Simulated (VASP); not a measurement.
# Be3Se4 (Pmn2_1) in VASP: relaxation of shape and atoms at fixed volume with PBE

Aim: the relaxation of shape and atoms at fixed volume of Be3Se4 with PBE.

Program: VASP 6.6.1. These are calculated values, not measurements. Logs are shortened: lines on timing, memory, paths and dates and some standing lists are left out, and cuts for length are marked.

## Step 1: The cell of the first run

The structure is orthorhombic, space group Pmn2_1 (No. 31). Conventional cell: a = 6.782 Å, b = 6.522 Å, c = 6.086 Å, α = 90.00°, β = 90.00°, γ = 90.00°. Be (site symmetry m) has 4 Se at 2.09 to 2.24 Å within 2.8 Å. Within 2.8 Å of Be (site symmetry 1) lie 4 Se at 2.11 to 2.24 Å. Se (site symmetry m) has 3 Be at 2.10 to 2.11 Å within 2.8 Å. Se (site symmetry 1) has 3 Be at 2.24 Å and 1 Se at 2.46 Å within 3.0 Å. Within 2.8 Å of Se (site symmetry m) lie 3 Be at 2.09 to 2.11 Å.

## Step 2: Relaxation of shape and atoms at fixed volume, PBE (19.23 Å³/atom)

File INCAR:

```
SYSTEM = Be3Se4
PREC = Accurate ; ENCUT = 600
EDIFF = 1E-6 ; ISMEAR = 0
SIGMA = 0.02 ; LREAL = .False.
LASPH = .True. ; NELM = 100
ALGO = Normal ; ISIF = 4
LWAVE = .False. ; LCHARG = .False.
GGA = PE ; IBRION = 2
NSW = 50 ; EDIFFG = -0.01
```

File KPOINTS:

```
Automatic mesh
0
Gamma
  4 4 4
  0 0 0
```

File POSCAR:

```
Be3Se4
1.0
    6.7815088832      0.0000000000      0.0000000000
    0.0000000000      6.5219308238      0.0000000000
    0.0000000000      0.0000000000      6.0857271791
Be Se
6 8
Direct
    0.0000000000      0.1350171853      0.5399284417
    0.7492281505      0.3255039849      0.9970374222
    0.2507718495      0.3255039849      0.9970374222
    0.5000000000      0.8649828147      0.0399284417
    0.2492281505      0.6744960151      0.4970374222
    0.7507718495      0.6744960151      0.4970374222
    0.0000000000      0.8440225160      0.3939786706
    0.8187128459      0.3654414070      0.3551032027
    0.1812871541      0.3654414070      0.3551032027
    0.5000000000      0.1559774840      0.8939786706
    0.6812871541      0.6345585930      0.8551032027
    0.3187128459      0.6345585930      0.8551032027
    0.5000000000      0.8329535754      0.3818116380
    0.0000000000      0.1670464246      0.8818116380
```

Potentials or basis: VASP PAW PBE potentials, release 64 (Be, Se).

Run with:

```console
$ cat potpaw_PBE.64/Be/POTCAR potpaw_PBE.64/Se/POTCAR > POTCAR
$ mpirun -np 1 vasp_std > vasp.out
```

OUTCAR:

```text
SYSTEM = Be3Se4
   PREC = Accurate
   ENCUT = 600
   EDIFF = 1E-6
   ISMEAR = 0
   LREAL = .False.
   LASPH = .True.
   NELM = 100
   ISIF = 4
   GGA = PE
   IBRION = 2
   NSW = 50
   EDIFFG = -0.01

 ion  position               nearest neighbor table
   1  0.000  0.135  0.540-  14 2.09   7 2.10   9 2.24   8 2.24
   2  0.749  0.326  0.997-  14 2.11  10 2.11  11 2.24   8 2.24
   3  0.251  0.326  0.997-  14 2.11  10 2.11  12 2.24   9 2.24
   4  0.500  0.865  0.040-  13 2.09  10 2.10  12 2.24  11 2.24
   5  0.249  0.674  0.497-  13 2.11   7 2.11   9 2.24  12 2.24
   6  0.751  0.674  0.497-  13 2.11   7 2.11   8 2.24  11 2.24
   7  0.000  0.844  0.394-   1 2.10   5 2.11   6 2.11
   8  0.819  0.365  0.355-   6 2.24   1 2.24   2 2.24   9 2.46
   9  0.181  0.365  0.355-   5 2.24   1 2.24   3 2.24   8 2.46
  10  0.500  0.156  0.894-   4 2.10   3 2.11   2 2.11
  11  0.681  0.635  0.855-   2 2.24   4 2.24   6 2.24  12 2.46
  12  0.319  0.635  0.855-   3 2.24   4 2.24   5 2.24  11 2.46
  13  0.500  0.833  0.382-   4 2.09   5 2.11   6 2.11
  14  0.000  0.167  0.882-   1 2.09   2 2.11   3 2.11

  LATTYP: Found a simple orthorhombic cell.
 ALAT       =     6.0857271791
 B/A-ratio  =     1.0716765034
 C/A-ratio  =     1.1143300847

  Lattice vectors:

 A1 = (   0.0000000000,   0.0000000000,  -6.0857271791)
 A2 = (   0.0000000000,   6.5219308238,   0.0000000000)
 A3 = (   6.7815088832,   0.0000000000,   0.0000000000)

Analysis of symmetry for initial positions (statically):
=====================================================================
 Subroutine PRICEL returns:
 Original cell was already a primitive cell.

 Routine SETGRP: Setting up the symmetry group for a
 simple orthorhombic supercell.

 Subroutine GETGRP returns: Found  4 space group operations
 (whereof  2 operations were pure point group operations)
 out of a pool of  8 trial point group operations.

The static configuration has the point symmetry C_1h.
 The point group associated with its full space group is C_2v.

Analysis of symmetry for dynamics (positions and initial velocities):
=====================================================================
 Subroutine PRICEL returns:
 Original cell was already a primitive cell.

 Routine SETGRP: Setting up the symmetry group for a
 simple orthorhombic supercell.

 Subroutine GETGRP returns: Found  4 space group operations
 (whereof  2 operations were pure point group operations)
 out of a pool of  8 trial point group operations.

The dynamic configuration has the point symmetry C_1h.
 The point group associated with its full space group is C_2v.

 Subroutine INISYM returns: Found  4 space group operations
 (whereof  2 operations are pure point group operations),
 and found     1 'primitive' translations

----------------------------------------------------------------------------------------

                                     Primitive cell

  volume of cell :     269.1628

  direct lattice vectors                    reciprocal lattice vectors
     6.781508883  0.000000000  0.000000000     0.147459808  0.000000000  0.000000000
     0.000000000  6.521930824  0.000000000     0.000000000  0.153328827  0.000000000
     0.000000000  0.000000000  6.085727179     0.000000000  0.000000000  0.164318901

  length of vectors
     6.781508883  6.521930824  6.085727179     0.147459808  0.153328827  0.164318901

  position of ions in fractional coordinates (direct lattice)
     0.000000000  0.135017185  0.539928442
     0.749228151  0.325503985  0.997037422
     0.250771849  0.325503985  0.997037422
     0.500000000  0.864982815  0.039928442
     0.249228151  0.674496015  0.497037422
     0.750771849  0.674496015  0.497037422
     0.000000000  0.844022516  0.393978671
     0.818712846  0.365441407  0.355103203
     0.181287154  0.365441407  0.355103203
     0.500000000  0.155977484  0.893978671
     0.681287154  0.634558593  0.855103203
     0.318712846  0.634558593  0.855103203
     0.500000000  0.832953575  0.381811638
     0.000000000  0.167046425  0.881811638

  ion indices of the primitive-cell ions
   primitive index   ion index
                 1           1
[... 28 lines left out ...]

  Length of vectors
     0.036864952  0.038332207  0.041079725

  Shift w.r.t. Gamma in fractional coordinates (k-lattice)
     0.000000000  0.000000000  0.000000000

 Subroutine IBZKPT returns following result:
 ===========================================

 Found     27 irreducible k-points:

 Following reciprocal coordinates:
            Coordinates               Weight
  0.000000  0.000000  0.000000      1.000000
  0.250000  0.000000  0.000000      2.000000
  0.500000  0.000000  0.000000      1.000000
  0.000000  0.250000  0.000000      2.000000
  0.250000  0.250000  0.000000      4.000000
  0.500000  0.250000  0.000000      2.000000
[... 16 lines left out ...]
  0.250000  0.250000  0.500000      4.000000
  0.500000  0.250000  0.500000      2.000000
 [... further k-points ...]
   k-points           NKPTS =     27   k-points in BZ     NKDIM =     27   number of bands    NBANDS=     38
   number of dos      NEDOS =    301   number of ions     NIONS =     14
   total plane-waves  NPLWV = 145800
   dimension x,y,z NGX =    54 NGY =   54 NGZ =   50
   dimension x,y,z NGXF=   108 NGYF=  108 NGZF=  100
   ions per type =               6   8
   NGX,Y,Z   is equivalent  to a cutoff of  13.24, 13.76, 13.66 a.u.
   NGXF,Y,Z  is equivalent  to a cutoff of  26.48, 27.53, 27.32 a.u.
 SYSTEM =  Be3Se4
   PREC   = accura    normal or accurate (medium, high low for compatibility)
   ISTART =      0    job   : 0-new  1-cont  2-samecut
   ICHARG =      2    charge: 1-file 2-atom 10-const
   ISPIN  =      1    spin polarized calculation?
   LNONCOLLINEAR =      F non collinear calculations
   LSORBIT =      F    spin-orbit coupling
   LASPH  =      T    aspherical Exc in radial PAW
   ENCUT  =  600.0 eV  44.10 Ry    6.64 a.u.  13.54 13.03 12.15*2*pi/ulx,y,z
   NELM   =    100;   NELMIN=  2; NELMDL= -5     # of ELM steps
   EDIFF  = 0.1E-05   stopping-criterion for ELM
   LREAL  =      F    real-space projection
   EDIFFG = -.1E-01   stopping-criterion for IOM
   NSW    =     50    number of steps for IOM
   IBRION =      2    ionic relax: 0-MD 1-quasi-New 2-CG
   NFREE  =      1    steps in history (QN), initial steepest desc. (CG)
   ISIF   =      4    stress and relaxation
   ISYM   =      2    0-nonsym 1-usesym 2-fastsym
   POTIM  = 0.5000    time-step for ionic-motion
   TEBEG  =    0.0;   TEEND  =   0.0 temperature during run
   PSTRESS=    0.0 pullay stress
   NELECT =      60.0000    total number of electrons
   NUPDOWN=      -1.0000    fix difference up-down
   EMIN   =  10.00;   EMAX   =-10.00  energy-range for DOS
   EFERMI =   0.00;   METHOD = LEGACY
   ISMEAR =     0;   SIGMA  =   0.02  broadening in eV -4-tet -1-fermi 0-gaus
   EFERMI_NEDOS =   21; number of points for ismear=-14 and -15
   IALGO  =     38    algorithm
   IMIX   =      4    mixing-type and parameters
     AMIX     =   0.40;   BMIX     =  1.00
     AMIX_MAG =   1.60;   BMIX_MAG =  1.00
  volume/ion in A,a.u.               =      19.23       129.74
  Fermi-wavevector in a.u.,A,eV,Ry     =   0.992629  1.875797 13.405985  0.985312
  Thomas-Fermi vector in A             =   2.124454
   LORBIT       =      0    0 simple, 1 ext, 2 COOP (PROOUT), +10 PAW based schemes
   GGA     = PE    functional components
   LHFCALC =     F    Hartree Fock is set to
   AEXX    =    0.0000 exact exchange contribution
   IVDW    =     0    specifies the selected vdW correction
   LEPSILON=     F    determine dielectric tensor
   LRPA    =     F    only Hartree local field effects (RPA)
 conjugate gradient relaxation of ions
 non-spin polarized calculation
 Gauss-broadening in eV      SIGMA  =   0.02
  energy-cutoff  :      600.00
  volume of cell :      269.16
 maximum number of plane-waves:      9016
   NGX = 27   NGY = 27   NGZ = 25

--------------------------------------- Ionic step        1  -------------------------------------------

 number of electron      59.9999997 magnetization

 Free energy of the ion-electron system (eV)
  ---------------------------------------------------
  ext. energy  EPLUGINS =         0.00000000
  ---------------------------------------------------
  free energy    TOTEN  =       -57.25811095 eV

  energy without entropy =      -57.25811095  energy(sigma->0) =      -57.25811095

------------------------ aborting loop because EDIFF is reached ----------------------------------------

  FORCE on cell =-STRESS in cart. coord.  units (eV):
  Direction    XX          YY          ZZ          XY          YZ          ZX
  --------------------------------------------------------------------------------------
  -------------------------------------------------------------------------------------
  Total       10.7725119     10.1395913      9.9424037      0.0000000      0.0000000      0.0000000
  in kB       64.1228126     60.3553859     59.1816368      0.0000000      0.0000000      0.0000000
  external PRESSURE =      61.2199451 kB  Pullay stress =       0.0000000 kB
[... 125 lines left out ...]
  FREE ENERGIE OF THE ION-ELECTRON SYSTEM (eV)
  ---------------------------------------------------
  free  energy   TOTEN  =       -57.2784351159 eV

  energy  without entropy=      -57.2784351159  energy(sigma->0) =      -57.27843512

[... ionic steps 4 to 11 ...]

--------------------------------------- Ionic step       12  -------------------------------------------

 number of electron      59.9999997 magnetization

------------------------ aborting loop because EDIFF is reached ----------------------------------------
[... 91 lines left out ...]
--------------------------------------- Ionic step       14  -------------------------------------------

 number of electron      59.9999997 magnetization

 Free energy of the ion-electron system (eV)
  ---------------------------------------------------
  ext. energy  EPLUGINS =         0.00000000
  ---------------------------------------------------
  free energy    TOTEN  =       -57.29620288 eV

  energy without entropy =      -57.29620288  energy(sigma->0) =      -57.29620288

 E-fermi :   2.7467     XC(G=0):  -9.0522

 val. band max:        2.6403204966   @ k =   0.2500   0.0000   0.0000
 cond. band min:       3.2026431869   @ k =   0.5000   0.0000   0.0000
 fundamental gap:      0.5623226903
 Fermi energy:         2.7466772322

 k-point     1 :       0.0000    0.0000    0.0000
  band No.  band energies     occupation
      1     -11.9425      2.00000
      2     -11.4186      2.00000
      3      -9.6015      2.00000
      4      -9.5793      2.00000
      5      -9.5239      2.00000
      6      -9.0169      2.00000
[... 973 lines left out ...]
     37       7.6938      0.00000
     38       7.6938      0.00000

 [... further k-points ...]

------------------------ aborting loop because EDIFF is reached ----------------------------------------

  FORCE on cell =-STRESS in cart. coord.  units (eV):
  Direction    XX          YY          ZZ          XY          YZ          ZX
  --------------------------------------------------------------------------------------
  -------------------------------------------------------------------------------------
  Total        8.0994775      8.1277403      8.1229175      0.0000000      0.0000000      0.0000000
  in kB       48.2117154     48.3799484     48.3512408      0.0000000      0.0000000      0.0000000
  external PRESSURE =      48.3143016 kB  Pullay stress =       0.0000000 kB
[... 29 lines left out ...]
  FREE ENERGIE OF THE ION-ELECTRON SYSTEM (eV)
  ---------------------------------------------------
  free  energy   TOTEN  =       -57.2962028848 eV

  energy  without entropy=      -57.2962028848  energy(sigma->0) =      -57.29620288

 reached required accuracy - stopping structural energy minimisation
```

Run time: 45 min. Hardware: 1 thread of Oxide Virtual Turin-like, shared host; peak memory 0.52 GiB.

What came out:

```
Free energy                  : -57.2962 eV
Energy gained by relaxing    : 2.7 meV/atom
Ionic steps                  : 14
Pressure after relaxing      : 4.8 GPa
Largest force after relaxing : 0.010 eV/Å
Band gap on the k mesh       : 0.56 eV (least direct gap 0.65 eV)
```

Forces on the atoms (eV/Å):
```
Be   0.000 -0.003 -0.003
Be   0.005  0.000 -0.001
Be  -0.005  0.000 -0.001
Be   0.000  0.003 -0.003
Be   0.005  0.000 -0.001
Be  -0.005  0.000 -0.001
Se   0.000 -0.008  0.006
Se  -0.004 -0.001  0.000
Se   0.004 -0.001  0.000
Se   0.000  0.008  0.006
Se   0.004  0.001  0.000
Se  -0.004  0.001  0.000
Se   0.000 -0.002 -0.001
Se   0.000  0.002 -0.001
```

The path:
```
step  energy change (eV)  largest force (eV/Å)  pressure (GPa)  volume (Å³)
   1              0.0000                0.2345            6.12       269.16
   2             -0.0162                0.1702            5.74       269.16
   3             -0.0203                0.1466            5.43       269.16
   4             -0.0298                0.0950            5.15       269.16
   5             -0.0302                0.1333            5.08       269.16
   6             -0.0335                0.0965            5.01       269.16
   7             -0.0346                0.0920            4.94       269.16
   8             -0.0366                0.0652            4.89       269.16
   9             -0.0367                0.0806            4.87       269.16
  10             -0.0379                0.0157            4.84       269.16
  11             -0.0379                0.0221            4.84       269.16
  12             -0.0380                0.0133            4.83       269.16
  13             -0.0380                0.0134            4.83       269.16
  14             -0.0381                0.0096            4.83       269.16
```

Final structure:
```cif
data_structure
_symmetry_space_group_name_H-M 'P 1'
_symmetry_Int_Tables_number 1
_cell_length_a 6.7762
_cell_length_b 6.5336
_cell_length_c 6.0796
_cell_angle_alpha 90.000
_cell_angle_beta 90.000
_cell_angle_gamma 90.000
_cell_volume 269.16
loop_
_atom_site_label
_atom_site_type_symbol
_atom_site_fract_x
_atom_site_fract_y
_atom_site_fract_z
_atom_site_occupancy
Be1 Be 0.00000 0.13106 0.53955 1
Be2 Be 0.74984 0.32560 0.99772 1
Be3 Be 0.25016 0.32560 0.99772 1
Be4 Be 0.50000 0.86894 0.03955 1
Be5 Be 0.24984 0.67440 0.49772 1
Be6 Be 0.75016 0.67440 0.49772 1
Se1 Se 0.00000 0.84206 0.38398 1
Se2 Se 0.81517 0.36252 0.35803 1
Se3 Se 0.18483 0.36252 0.35803 1
Se4 Se 0.50000 0.15794 0.88398 1
Se5 Se 0.68483 0.63748 0.85803 1
Se6 Se 0.31517 0.63748 0.85803 1
Se7 Se 0.50000 0.84180 0.38497 1
Se8 Se 0.00000 0.15820 0.88497 1
```

Levels at points of the mesh, in eV from the valence-band top:
| k point | band 28 | band 29 | band 30 | band 31 | band 32 | band 33 |
| --- | --- | --- | --- | --- | --- | --- |
| (0.00, 0.00, 0.00) | -0.31 | -0.14 | -0.04 | 1.87 | 1.91 | 4.06 |
| (0.50, 0.00, 0.00) | -0.43 | -0.08 | -0.08 | 0.56 | 0.56 | 4.28 |
| (0.00, 0.50, 0.00) | -0.42 | -0.38 | -0.30 | 1.71 | 1.92 | 3.78 |
| (0.50, 0.50, 0.00) | -0.94 | -0.50 | -0.50 | 1.08 | 1.08 | 4.57 |
| (0.00, 0.00, 0.50) | -0.37 | -0.23 | -0.23 | 1.76 | 1.76 | 3.89 |
| (0.50, 0.00, 0.50) | -0.97 | -0.30 | -0.30 | 1.01 | 1.01 | 4.54 |
| (0.00, 0.50, 0.50) | -0.45 | -0.25 | -0.25 | 1.61 | 1.61 | 3.71 |
| (0.50, 0.50, 0.50) | -1.25 | -0.34 | -0.34 | 0.94 | 0.94 | 4.42 |

Caveat: semilocal functionals underestimate gaps, and a narrow one can read as zero.
